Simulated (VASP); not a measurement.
# Cu12C in VASP: further runs

Cu12C is run at these levels: PBE; tasks: relaxation of the atoms, single point.

Everything below comes from runs of VASP 6.6.1. Logs are shortened: lines on timing, memory, paths and dates and some standing lists are left out, and cuts for length are marked.

## Step 1: The cell of the first run

The cell holds a slab with vacuum, 13 atoms: a = 5.133 Å, b = 5.133 Å, c = 19.624 Å, α = 90.00°, β = 90.00°, γ = 120.00°.

## Step 2: Relaxation of the atoms, PBE

The input, INCAR:

```
PREC = Accurate
ENCUT = 520
EDIFF = 1E-7
ISMEAR = 0
SIGMA = 0.1
LREAL = F
LASPH = T
NELM = 120
ALGO = Normal
ISIF = 2
LWAVE = F
LCHARG = F
LDIPOL = T
IDIPOL = 3
DIPOL = 0.5 0.5 0.321
GGA = PE
IBRION = 2
NSW = 36
EDIFFG = -0.025
GGA_COMPAT = F
NELMIN = 4
NELMDL = -8
KPAR = 4
```

The input, KPOINTS:

```
Automatic mesh
0
Gamma
  6 6 1
```

The input, POSCAR:

```
Cu12C
1.0
    5.1332392722      0.0000000000      0.0000000000
   -2.5666196361      4.4455156134      0.0000000000
    0.0000000000      0.0000000000     19.6236279128
Cu C
12 1
Selective dynamics
Direct
    0.3333333333      0.1666666667      0.2038359073  F F F
    0.3333333333      0.6666666667      0.2038359073  F F F
    0.8333333333      0.1666666667      0.2038359073  F F F
    0.8333333333      0.6666666667      0.2038359073  F F F
    0.1666666667      0.3333333333      0.3089002473  F F F
    0.1666666667      0.8333333333      0.3089002473  F F F
    0.6666666667      0.3333333333      0.3089002473  F F F
    0.6666666667      0.8333333333      0.3089002473  F F F
    0.0000000000      0.0000000000      0.4139717665  F F F
    0.0000000000      0.5000000000      0.4139717665  F F F
    0.5000000000      0.0000000000      0.4139717665  F F F
    0.5000000000      0.5000000000      0.4139717665  F F F
    0.3333333333      0.1666666667      0.4662874620  F F T
```

Potentials or basis: VASP PAW PBE potentials, release 64 (Cu, C).

Run with:

```console
cat potpaw_PBE.64/Cu/POTCAR potpaw_PBE.64/C/POTCAR > POTCAR
mpirun -np 4 vasp_std > vasp.out
```

OUTCAR:

```text
PREC = Accurate
   ENCUT = 520
   EDIFF = 1E-7
   ISMEAR = 0
   LREAL = F
   LASPH = T
   NELM = 120
   ISIF = 2
   GGA = PE
   IBRION = 2
   NSW = 36
   EDIFFG = -0.025
   NELMIN = 4
   NELMDL = -8

 ion  position               nearest neighbor table
   1  0.333  0.167  0.204-   5 2.54   6 2.54   7 2.54   4 2.57   2 2.57   2 2.57   4 2.57   3 2.57
                             3 2.57
   2  0.333  0.667  0.204-   6 2.54   5 2.54   8 2.54   3 2.57   1 2.57   1 2.57   3 2.57   4 2.57
                             4 2.57
   3  0.833  0.167  0.204-   7 2.54   8 2.54   5 2.54   4 2.57   2 2.57   4 2.57   2 2.57   1 2.57
                             1 2.57
   4  0.833  0.667  0.204-   8 2.54   7 2.54   6 2.54   3 2.57   1 2.57   3 2.57   1 2.57   2 2.57
                             2 2.57
   5  0.167  0.333  0.309-   1 2.54   2 2.54   3 2.54   9 2.54  12 2.54  10 2.54   8 2.57   6 2.57
                             6 2.57   8 2.57   7 2.57   7 2.57
   6  0.167  0.833  0.309-   2 2.54   1 2.54   4 2.54  10 2.54  11 2.54   9 2.54   7 2.57   5 2.57
                             5 2.57   7 2.57   8 2.57   8 2.57
   7  0.667  0.333  0.309-   3 2.54   4 2.54   1 2.54  11 2.54  10 2.54  12 2.54   8 2.57   6 2.57
                             8 2.57   6 2.57   5 2.57   5 2.57
   8  0.667  0.833  0.309-   4 2.54   3 2.54   2 2.54  12 2.54   9 2.54  11 2.54   7 2.57   5 2.57
                             7 2.57   5 2.57   6 2.57   6 2.57
   9  0.000  0.000  0.414-  13 1.80   5 2.54   8 2.54   6 2.54  12 2.57  10 2.57  10 2.57  12 2.57
                            11 2.57  11 2.57
  10  0.000  0.500  0.414-   6 2.54   7 2.54   5 2.54   9 2.57  11 2.57   9 2.57  11 2.57  12 2.57
                            12 2.57
  11  0.500  0.000  0.414-  13 1.80   7 2.54   6 2.54   8 2.54  12 2.57  10 2.57  12 2.57  10 2.57
                             9 2.57   9 2.57
  12  0.500  0.500  0.414-  13 1.80   8 2.54   5 2.54   7 2.54  11 2.57   9 2.57  11 2.57   9 2.57
                            10 2.57  10 2.57
  13  0.333  0.167  0.466-  12 1.80   9 1.80  11 1.80

  LATTYP: Found a hexagonal cell.
 ALAT       =     5.1332392722
 C/A-ratio  =     3.8228547068

  Lattice vectors:

 A1 = (   5.1332392722,   0.0000000000,   0.0000000000)
 A2 = (  -2.5666196361,   4.4455156134,   0.0000000000)
 A3 = (   0.0000000000,   0.0000000000,  19.6236279128)

Analysis of symmetry for initial positions (statically):
=====================================================================
 Subroutine PRICEL returns:
 Original cell was already a primitive cell.

 Routine SETGRP: Setting up the symmetry group for a
 hexagonal supercell.

 Subroutine GETGRP returns: Found  6 space group operations
 (whereof  2 operations were pure point group operations)
 out of a pool of 24 trial point group operations.

The static configuration has the point symmetry C_1h.
 The point group associated with its full space group is C_3v.

Analysis of symmetry for dynamics (positions and initial velocities):
=====================================================================
 Subroutine PRICEL returns:
 Original cell was already a primitive cell.

 Routine SETGRP: Setting up the symmetry group for a
 hexagonal supercell.

 Subroutine GETGRP returns: Found  6 space group operations
 (whereof  2 operations were pure point group operations)
 out of a pool of 24 trial point group operations.

The dynamic configuration has the point symmetry C_1h.
 The point group associated with its full space group is C_3v.

Analysis of constrained symmetry for selective dynamics:
=====================================================================
 Subroutine PRICEL returns:
 Original cell was already a primitive cell.

 Routine SETGRP: Setting up the symmetry group for a
 hexagonal supercell.

 Subroutine GETGRP returns: Found  6 space group operations
 (whereof  2 operations were pure point group operations)
 out of a pool of 24 trial point group operations.

The constrained configuration has the point symmetry C_1h.
 The point group associated with its full space group is C_3v.

 Subroutine INISYM returns: Found  6 space group operations
 (whereof  2 operations are pure point group operations),
 and found     1 'primitive' translations

----------------------------------------------------------------------------------------

                                     Primitive cell
[... 55 lines left out ...]
     0.000000000  0.000000000  0.050958977     0.000000000  0.000000000  1.000000000

  Length of vectors
     0.037490964  0.037490964  0.050958977

  Shift w.r.t. Gamma in fractional coordinates (k-lattice)
     0.000000000  0.000000000  0.000000000

 Subroutine IBZKPT returns following result:
 ===========================================

 Found      7 irreducible k-points:

 Following reciprocal coordinates:
            Coordinates               Weight
  0.000000  0.000000  0.000000      1.000000
  0.166667 -0.000000  0.000000      6.000000
  0.333333  0.000000  0.000000      6.000000
  0.500000 -0.000000  0.000000      3.000000
  0.166667  0.166667  0.000000      6.000000
  0.333333  0.166667  0.000000     12.000000
  0.333333  0.333333  0.000000      2.000000
   k-points           NKPTS =      7   k-points in BZ     NKDIM =      7   number of bands    NBANDS=     81
   number of dos      NEDOS =    301   number of ions     NIONS =     13
   total plane-waves  NPLWV = 240000
   dimension x,y,z NGX =    40 NGY =   40 NGZ =  150
   dimension x,y,z NGXF=    80 NGYF=   80 NGZF=  300
   ions per type =              12   1
   NGX,Y,Z   is equivalent  to a cutoff of  12.95, 12.95, 12.71 a.u.
   NGXF,Y,Z  is equivalent  to a cutoff of  25.91, 25.91, 25.42 a.u.
 SYSTEM =  unknown system
   PREC   = accura    normal or accurate (medium, high low for compatibility)
   ISTART =      0    job   : 0-new  1-cont  2-samecut
   ICHARG =      2    charge: 1-file 2-atom 10-const
   ISPIN  =      1    spin polarized calculation?
   LNONCOLLINEAR =      F non collinear calculations
   LSORBIT =      F    spin-orbit coupling
   LASPH  =      T    aspherical Exc in radial PAW
   ENCUT  =  520.0 eV  38.22 Ry    6.18 a.u.   9.54  9.54 36.49*2*pi/ulx,y,z
   NELM   =    120;   NELMIN=  4; NELMDL= -8     # of ELM steps
   EDIFF  = 0.1E-06   stopping-criterion for ELM
   LREAL  =      F    real-space projection
   EDIFFG = -.3E-01   stopping-criterion for IOM
   NSW    =     36    number of steps for IOM
   IBRION =      2    ionic relax: 0-MD 1-quasi-New 2-CG
   NFREE  =      1    steps in history (QN), initial steepest desc. (CG)
   ISIF   =      2    stress and relaxation
   ISYM   =      2    0-nonsym 1-usesym 2-fastsym
   POTIM  = 0.5000    time-step for ionic-motion
   TEBEG  =    0.0;   TEEND  =   0.0 temperature during run
   PSTRESS=    0.0 pullay stress
   NELECT =     136.0000    total number of electrons
   NUPDOWN=      -1.0000    fix difference up-down
   EMIN   =  10.00;   EMAX   =-10.00  energy-range for DOS
   EFERMI =   0.00;   METHOD = LEGACY
   ISMEAR =     0;   SIGMA  =   0.10  broadening in eV -4-tet -1-fermi 0-gaus
   EFERMI_NEDOS =   21; number of points for ismear=-14 and -15
   IALGO  =     38    algorithm
   IMIX   =      4    mixing-type and parameters
     AMIX     =   0.40;   BMIX     =  1.00
     AMIX_MAG =   1.60;   BMIX_MAG =  1.00
  volume/ion in A,a.u.               =      34.45       232.46
  Fermi-wavevector in a.u.,A,eV,Ry     =   1.100416  2.079484 16.475498  1.210915
  Thomas-Fermi vector in A             =   2.236827
   LORBIT       =      0    0 simple, 1 ext, 2 COOP (PROOUT), +10 PAW based schemes
   GGA     = PE    functional components
   LHFCALC =     F    Hartree Fock is set to
   AEXX    =    0.0000 exact exchange contribution
   IVDW    =     0    specifies the selected vdW correction
   LEPSILON=     F    determine dielectric tensor
   LRPA    =     F    only Hartree local field effects (RPA)
 conjugate gradient relaxation of ions
 non-spin polarized calculation
 Gauss-broadening in eV      SIGMA  =   0.10
  energy-cutoff  :      520.00
  volume of cell :      447.81
 maximum number of plane-waves:     12133
 NGX is ok and might be reduce to    40
   NGX = 19   NGY = 19   NGZ = 73

 dipolmoment           0.000000      0.000000     -0.268346 electrons x Angstroem

--------------------------------------- Ionic step        1  -------------------------------------------

 number of electron     136.0000023 magnetization

 Free energy of the ion-electron system (eV)
  ---------------------------------------------------
  ext. energy  EPLUGINS =         0.00000000
  ---------------------------------------------------
  free energy    TOTEN  =       -47.27227886 eV

  energy without entropy =      -47.26064012  energy(sigma->0) =      -47.26645949

------------------------ aborting loop because EDIFF is reached ----------------------------------------

  FORCE on cell =-STRESS in cart. coord.  units (eV):
  Direction    XX          YY          ZZ          XY          YZ          ZX
  --------------------------------------------------------------------------------------
  -------------------------------------------------------------------------------------
  Total       -0.3280127     -0.3280127      3.8314164      0.0000000      0.0000000     -0.0000000
  in kB       -1.1735682     -1.1735682     13.7080914      0.0000000      0.0000000     -0.0000000
  external PRESSURE =       3.7869850 kB  Pullay stress =       0.0000000 kB
[... 81 lines left out ...]
--------------------------------------- Ionic step        3  -------------------------------------------

 number of electron     136.0000023 magnetization

 dipolmoment           0.000000      0.000000      0.116401 electrons x Angstroem

 Free energy of the ion-electron system (eV)
  ---------------------------------------------------
  ext. energy  EPLUGINS =         0.00000000
  ---------------------------------------------------
  free energy    TOTEN  =       -47.32378317 eV

  energy without entropy =      -47.31522852  energy(sigma->0) =      -47.31950584

 E-fermi :  -0.9384     XC(G=0):  -5.1181

 val. band max:       -1.1279562637   @ k =   0.3333   0.0000   0.0000
 cond. band min:      -0.8549281054   @ k =   0.3333   0.3333   0.0000
 fundamental gap:      0.2730281583
 Fermi energy:        -0.9383830122

 k-point     1 :       0.0000    0.0000    0.0000
  band No.  band energies     occupation
      1     -12.1704      2.00000
      2      -9.3930      2.00000
      3      -7.2237      2.00000
      4      -6.1232      2.00000
      5      -6.1145      2.00000
      6      -6.1145      2.00000
[... 570 lines left out ...]
     79       4.3277      0.00000
     80       4.9267      0.00000
 [bands above 80 left out]

------------------------ aborting loop because EDIFF is reached ----------------------------------------

 vacuum level on the upper side and lower side of the slab       (xc-potential included)         0.446        -0.452

  FORCE on cell =-STRESS in cart. coord.  units (eV):
  Direction    XX          YY          ZZ          XY          YZ          ZX
  --------------------------------------------------------------------------------------
  -------------------------------------------------------------------------------------
  Total       -1.6027885     -1.6027885      2.2650429      0.0000000     -0.0000000      0.0000000
  in kB       -5.7344775     -5.7344775      8.1038998      0.0000000     -0.0000000      0.0000000
  external PRESSURE =      -1.1216851 kB  Pullay stress =       0.0000000 kB
[... 28 lines left out ...]
  FREE ENERGIE OF THE ION-ELECTRON SYSTEM (eV)
  ---------------------------------------------------
  free  energy   TOTEN  =       -47.3237831702 eV

  energy  without entropy=      -47.3152285150  energy(sigma->0) =      -47.31950584

 reached required accuracy - stopping structural energy minimisation

 vacuum level on the upper side and lower side of the slab         4.798         3.876
```

It took 5.5 min on 4 MPI ranks of Intel Xeon 6975P-C (Granite Rapids), shared host; peak memory 0.69 GiB.

Results:

```yaml
Free_energy: -47.3238 eV
Energy_gained_by_relaxing: 4.0 meV/atom
Ionic_steps: 3
Band_gap_on_the_k_mesh: zero (bands 68 and 69 overlap by 0.25 eV)
```

The path:
```csv
step,energy change (eV),largest force on free atoms (eV/Å),pressure (GPa)
1,0.0000,1.2173,0.38
2,-0.0464,0.3752,0.04
3,-0.0515,0.0041,-0.11
```

Final structure:
```
Cu C
1.0
     5.13324    0.00000    0.00000
    -2.56662    4.44552    0.00000
     0.00000    0.00000   19.62363
Cu C
12 1
Direct
  0.33333 0.16667 0.20384
  0.33333 0.66667 0.20384
  0.83333 0.16667 0.20384
  0.83333 0.66667 0.20384
  0.16667 0.33333 0.30890
  0.16667 0.83333 0.30890
  0.66667 0.33333 0.30890
  0.66667 0.83333 0.30890
  0.00000 0.00000 0.41397
  0.00000 0.50000 0.41397
  0.50000 0.00000 0.41397
  0.50000 0.50000 0.41397
  0.33333 0.16667 0.47070
```

[end of part 1 of 2]
